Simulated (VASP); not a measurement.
# SrO in VASP: a series of runs

SrO is run at these levels: PBEsol; tasks: single point.

Program: VASP 6.6.1. These are calculated values, not measurements. Logs are shortened: lines on timing, memory, paths and dates and some standing lists are left out, and cuts for length are marked.

### Step 1. The cell of the first run

It takes space group P4/nmm (No. 129, tetragonal). Conventional cell: a = 4.392 Å, b = 4.392 Å, c = 3.411 Å, α = 90.00°, β = 90.00°, γ = 90.00°. Sr (site symmetry 4mm) has 4 O at 2.42 Å within 3.2 Å. Within 3.2 Å of O (site symmetry -4m2) lie 4 Sr at 2.42 Å and 4 O at 3.11 Å.

### Step 2. Single point, PBEsol

INCAR reads:

```
SYSTEM = SrO
  PREC = Accurate
  ENCUT = 520
  EDIFF = 1E-6
  ISMEAR = 0
  SIGMA = 0.05
  LREAL = .FALSE.
  LASPH = .TRUE.
  NELM = 80
  ALGO = Normal
  ISIF = 2
  LWAVE = .FALSE.
  LCHARG = .TRUE.
  GGA = PS
  LELF = .TRUE.
  LVHAR = .TRUE.
  NBANDS = 24
```

KPOINTS reads:

```
Automatic mesh
0
G
  8 8 10
  0 0 0
```

POSCAR reads:

```
SrO
1.0
    4.3916014261      0.0000000000      0.0000000000
    0.0000000000      4.3916014261      0.0000000000
    0.0000000000      0.0000000000      3.4113771288
Sr O
2 2
Direct
    0.5000000000      0.0000000000      0.2992406765
    0.0000000000      0.5000000000      0.7007593235
    0.0000000000      0.0000000000      0.0000000000
    0.5000000000      0.5000000000      0.0000000000
```

Potentials or basis: VASP PAW PBE potentials, release 64 (Sr_sv, O).

The run is started by

```bash
$ cat potpaw_PBE.64/Sr_sv/POTCAR potpaw_PBE.64/O/POTCAR > POTCAR
$ mpirun -np 1 vasp_std > vasp.out
```

OUTCAR:

```text
SYSTEM = SrO
   PREC = Accurate
   ENCUT = 520
   EDIFF = 1E-6
   ISMEAR = 0
   LREAL = .FALSE.
   LASPH = .TRUE.
   NELM = 80
   ISIF = 2
   GGA = PS

 ion  position               nearest neighbor table
   1  0.500  0.000  0.299-   3 2.42   4 2.42   4 2.42   3 2.42   4 3.25   3 3.25   3 3.25   4 3.25
                             2 3.39   2 3.39   2 3.39   2 3.39   2 3.72   2 3.72   2 3.72   2 3.72
   2  0.000  0.500  0.701-   3 2.42   4 2.42   3 2.42   4 2.42   3 3.25   3 3.25   4 3.25   4 3.25
                             1 3.39   1 3.39   1 3.39   1 3.39   1 3.72   1 3.72   1 3.72   1 3.72
   3  0.000  0.000  0.000-   1 2.42   2 2.42   2 2.42   1 2.42   2 3.25   2 3.25   1 3.25   1 3.25

   4  0.500  0.500  0.000-   1 2.42   2 2.42   1 2.42   2 2.42   2 3.25   1 3.25   2 3.25   1 3.25

  LATTYP: Found a simple tetragonal cell.
 ALAT       =     4.3916014261
 C/A-ratio  =     0.7767957057

  Lattice vectors:

 A1 = (   4.3916014261,   0.0000000000,   0.0000000000)
 A2 = (   0.0000000000,   4.3916014261,   0.0000000000)
 A3 = (   0.0000000000,   0.0000000000,   3.4113771288)

Analysis of symmetry for initial positions (statically):
=====================================================================
 Subroutine PRICEL returns:
 Original cell was already a primitive cell.

 Routine SETGRP: Setting up the symmetry group for a
 simple tetragonal supercell.

 Subroutine GETGRP returns: Found 16 space group operations
 (whereof  8 operations were pure point group operations)
 out of a pool of 16 trial point group operations.

The static configuration has the point symmetry D_2d.
 The point group associated with its full space group is D_4h.

Analysis of symmetry for dynamics (positions and initial velocities):
=====================================================================
 Subroutine PRICEL returns:
 Original cell was already a primitive cell.

 Routine SETGRP: Setting up the symmetry group for a
 simple tetragonal supercell.

 Subroutine GETGRP returns: Found 16 space group operations
 (whereof  8 operations were pure point group operations)
 out of a pool of 16 trial point group operations.

The dynamic configuration has the point symmetry D_2d.
 The point group associated with its full space group is D_4h.

 Subroutine INISYM returns: Found 16 space group operations
 (whereof  8 operations are pure point group operations),
 and found     1 'primitive' translations

----------------------------------------------------------------------------------------

                                     Primitive cell

  volume of cell :      65.7924

  direct lattice vectors                    reciprocal lattice vectors
     4.391601426  0.000000000  0.000000000     0.227707368  0.000000000  0.000000000
     0.000000000  4.391601426  0.000000000     0.000000000  0.227707368  0.000000000
     0.000000000  0.000000000  3.411377129     0.000000000  0.000000000  0.293136749

  length of vectors
     4.391601426  4.391601426  3.411377129     0.227707368  0.227707368  0.293136749

  position of ions in fractional coordinates (direct lattice)
     0.500000000  0.000000000  0.299240676
     0.000000000  0.500000000  0.700759324
     0.000000000  0.000000000  0.000000000
     0.500000000  0.500000000  0.000000000

  ion indices of the primitive-cell ions
   primitive index   ion index
                 1           1
                 2           2
                 3           3
                 4           4

----------------------------------------------------------------------------------------

 KPOINTS: Automatic mesh

Automatic generation of k-mesh.
 Grid dimensions read from file:
 generate k-points for:    8    8   10

 Generating k-lattice:

  Cartesian coordinates                     Fractional coordinates (reciprocal lattice)
     0.028463421  0.000000000  0.000000000     0.125000000  0.000000000  0.000000000
     0.000000000  0.028463421  0.000000000     0.000000000  0.125000000  0.000000000
     0.000000000  0.000000000  0.029313675     0.000000000  0.000000000  0.100000000

  Length of vectors
     0.028463421  0.028463421  0.029313675

  Shift w.r.t. Gamma in fractional coordinates (k-lattice)
     0.000000000  0.000000000  0.000000000

 Subroutine IBZKPT returns following result:
 ===========================================

 Found     90 irreducible k-points:

 Following reciprocal coordinates:
            Coordinates               Weight
  0.000000  0.000000  0.000000      1.000000
  0.125000  0.000000  0.000000      4.000000
  0.250000  0.000000  0.000000      4.000000
  0.375000  0.000000  0.000000      4.000000
  0.500000  0.000000  0.000000      2.000000
  0.125000  0.125000  0.000000      4.000000
[... 16 lines left out ...]
  0.375000  0.125000  0.100000     16.000000
  0.500000  0.125000  0.100000      8.000000
 [... further k-points ...]
   k-points           NKPTS =     90   k-points in BZ     NKDIM =     90   number of bands    NBANDS=     24
   number of dos      NEDOS =    301   number of ions     NIONS =      4
   total plane-waves  NPLWV =  36288
   dimension x,y,z NGX =    36 NGY =   36 NGZ =   28
   dimension x,y,z NGXF=    72 NGYF=   72 NGZF=   56
   ions per type =               2   2
   NGX,Y,Z   is equivalent  to a cutoff of  13.63, 13.63, 13.65 a.u.
   NGXF,Y,Z  is equivalent  to a cutoff of  27.26, 27.26, 27.29 a.u.
 SYSTEM =  SrO
   PREC   = accura    normal or accurate (medium, high low for compatibility)
   ISTART =      0    job   : 0-new  1-cont  2-samecut
   ICHARG =      2    charge: 1-file 2-atom 10-const
   ISPIN  =      1    spin polarized calculation?
   LNONCOLLINEAR =      F non collinear calculations
   LSORBIT =      F    spin-orbit coupling
   LASPH  =      T    aspherical Exc in radial PAW
   ENCUT  =  520.0 eV  38.22 Ry    6.18 a.u.   8.17  8.17  6.34*2*pi/ulx,y,z
   NELM   =     80;   NELMIN=  2; NELMDL= -5     # of ELM steps
   EDIFF  = 0.1E-05   stopping-criterion for ELM
   LREAL  =      F    real-space projection
   EDIFFG = 0.1E-04   stopping-criterion for IOM
   NSW    =      0    number of steps for IOM
   IBRION =     -1    ionic relax: 0-MD 1-quasi-New 2-CG
   NFREE  =      0    steps in history (QN), initial steepest desc. (CG)
   ISIF   =      2    stress and relaxation
   ISYM   =      2    0-nonsym 1-usesym 2-fastsym
   POTIM  = 0.5000    time-step for ionic-motion
   TEBEG  =    0.0;   TEEND  =   0.0 temperature during run
   PSTRESS=    0.0 pullay stress
   NELECT =      32.0000    total number of electrons
   NUPDOWN=      -1.0000    fix difference up-down
   EMIN   =  10.00;   EMAX   =-10.00  energy-range for DOS
   EFERMI =   0.00;   METHOD = LEGACY
   ISMEAR =     0;   SIGMA  =   0.05  broadening in eV -4-tet -1-fermi 0-gaus
   EFERMI_NEDOS =   21; number of points for ismear=-14 and -15
   IALGO  =     38    algorithm
   IMIX   =      4    mixing-type and parameters
     AMIX     =   0.40;   BMIX     =  1.00
     AMIX_MAG =   1.60;   BMIX_MAG =  1.00
  volume/ion in A,a.u.               =      16.45       111.00
  Fermi-wavevector in a.u.,A,eV,Ry     =   1.287458  2.432942 22.552300  1.657547
  Thomas-Fermi vector in A             =   2.419471
   LORBIT       =      0    0 simple, 1 ext, 2 COOP (PROOUT), +10 PAW based schemes
   GGA     = PS    functional components
   LHFCALC =     F    Hartree Fock is set to
   AEXX    =    0.0000 exact exchange contribution
   IVDW    =     0    specifies the selected vdW correction
   LEPSILON=     F    determine dielectric tensor
   LRPA    =     F    only Hartree local field effects (RPA)
 non-spin polarized calculation
 Gauss-broadening in eV      SIGMA  =   0.05
  energy-cutoff  :      520.00
  volume of cell :       65.79
 maximum number of plane-waves:      1800
 NGX is ok and might be reduce to    36
   NGX = 17   NGY = 17   NGZ = 13

 number of electron      31.9999984 magnetization

 Free energy of the ion-electron system (eV)
  ---------------------------------------------------
  ext. energy  EPLUGINS =         0.00000000
  ---------------------------------------------------
  free energy    TOTEN  =       -24.19806852 eV

  energy without entropy =      -24.19806852  energy(sigma->0) =      -24.19806852

 E-fermi :   2.4007     XC(G=0): -10.4579

 val. band max:        2.0884865880   @ k =   0.1250   0.1250   0.0000
 cond. band min:       5.2202377304   @ k =   0.0000   0.0000   0.0000
 fundamental gap:      3.1317511423
 Fermi energy:         2.4006922601

 k-point     1 :       0.0000    0.0000    0.0000
  band No.  band energies     occupation
      1     -30.7560      2.00000
      2     -30.4951      2.00000
      3     -13.9403      2.00000
      4     -13.2467      2.00000
      5     -13.2467      2.00000
      6     -13.1295      2.00000
[... 16 lines left out ...]
     23       9.9265      0.00000
     24      11.8825      0.00000

 k-point     2 :       0.1250    0.0000    0.0000
  band No.  band energies     occupation
      1     -30.7451      2.00000
      2     -30.5040      2.00000
      3     -14.0180      2.00000
      4     -13.7359      2.00000
      5     -13.2139      2.00000
      6     -12.5812      2.00000
[... 16 lines left out ...]
     23      10.0215      0.00000
     24      11.9014      0.00000

 k-point     3 :       0.2500    0.0000    0.0000
  band No.  band energies     occupation
      1     -30.7144      2.00000
      2     -30.5297      2.00000
      3     -14.2060      2.00000
      4     -14.1503      2.00000
      5     -13.1196      2.00000
      6     -12.6137      2.00000
[... 16 lines left out ...]
     23      10.3632      0.00000
     24      11.9748      0.00000
[... 514 lines left out ...]
 k-point    23 :       0.3750    0.1250    0.1000
  band No.  band energies     occupation
      1     -30.6546      2.00000
      2     -30.5659      2.00000
      3     -14.5354      2.00000
      4     -14.4976      2.00000
      5     -12.8616      2.00000
      6     -12.6622      2.00000
[... 16 lines left out ...]
     23      10.9230      0.00000
     24      11.9704      0.00000

 k-point    24 :       0.5000    0.1250    0.1000
  band No.  band energies     occupation
      1     -30.6092      2.00000
      2     -30.6092      2.00000
      3     -14.5906      2.00000
      4     -14.5906      2.00000
      5     -12.7284      2.00000
      6     -12.7284      2.00000
[... 16 lines left out ...]
     23      11.7868      0.00000
     24      11.7868      0.00000

 [... further k-points ...]
[... 5 lines left out ...]
  --------------------------------------------------------------------------------------
  -------------------------------------------------------------------------------------
  Total        0.3925738      0.3925738      0.2341106      0.0000000     -0.0000000      0.0000000
  in kB        9.5599650      9.5599650      5.7010673      0.0000000     -0.0000000      0.0000000
  external PRESSURE =       8.2736658 kB  Pullay stress =       0.0000000 kB

 VOLUME and BASIS-vectors are now :
 -----------------------------------------------------------------------------
  energy-cutoff  :      520.00
  volume of cell :       65.79
      direct lattice vectors                 reciprocal lattice vectors
     4.391601426  0.000000000  0.000000000     0.227707368  0.000000000  0.000000000
     0.000000000  4.391601426  0.000000000     0.000000000  0.227707368  0.000000000
     0.000000000  0.000000000  3.411377129     0.000000000  0.000000000  0.293136749

 POSITION                                       TOTAL-FORCE (eV/Angst)
 -----------------------------------------------------------------------------------
      2.19580      0.00000      1.02082         0.000000     -0.000000      0.077223
      0.00000      2.19580      2.39055        -0.000000      0.000000     -0.077223
      0.00000      0.00000      0.00000        -0.000000     -0.000000      0.000000
      2.19580      2.19580      0.00000        -0.000000      0.000000      0.000000
 -----------------------------------------------------------------------------------
    total drift:                                0.000000      0.000000      0.000000

  FREE ENERGIE OF THE ION-ELECTRON SYSTEM (eV)
  ---------------------------------------------------
  free  energy   TOTEN  =       -24.1980685230 eV

  energy  without entropy=      -24.1980685230  energy(sigma->0) =      -24.19806852
```

It took 50 s on 1 thread of Intel Xeon 6975P-C (Granite Rapids), shared host; peak memory 0.26 GiB.

Results:

```
Free energy            : -24.1981 eV
Pressure               : 0.8 GPa
Largest force          : 0.077 eV/Å
Band gap on the k mesh : 3.13 eV, indirect (least direct gap 3.19 eV)
```

Forces in eV/Å, atoms in the order of the input:
```
Sr   0.000  0.000  0.077
Sr   0.000  0.000 -0.077
O    0.000  0.000  0.000
O    0.000  0.000  0.000
```

Stress tensor (GPa, compression positive):
```
0.96 0.00 0.00
0.00 0.96 0.00
0.00 0.00 0.57
```

Levels at points of the mesh, in eV from the valence-band top:
```
           k point  band 14  band 15  band 16  band 17  band 18  band 19
(0.00, 0.00, 0.00)    -0.50    -0.06    -0.06     3.13     4.28     4.66
(0.50, 0.00, 0.00)    -0.77    -0.58    -0.58     4.29     4.29     5.77
(0.50, 0.50, 0.00)    -0.76    -0.28    -0.28     4.45     4.45     5.88
(0.00, 0.00, 0.50)    -1.83    -0.55    -0.55     6.17     6.92     6.92
(0.50, 0.00, 0.50)    -1.51    -0.95    -0.95     5.82     5.82     6.11
(0.50, 0.50, 0.50)    -1.12    -0.49    -0.49     5.28     5.28     5.78
```

Caveat: the PAW data sets were made with another functional, which shifts forces and pressure a little.

(Part 1 of 2 ends here.)
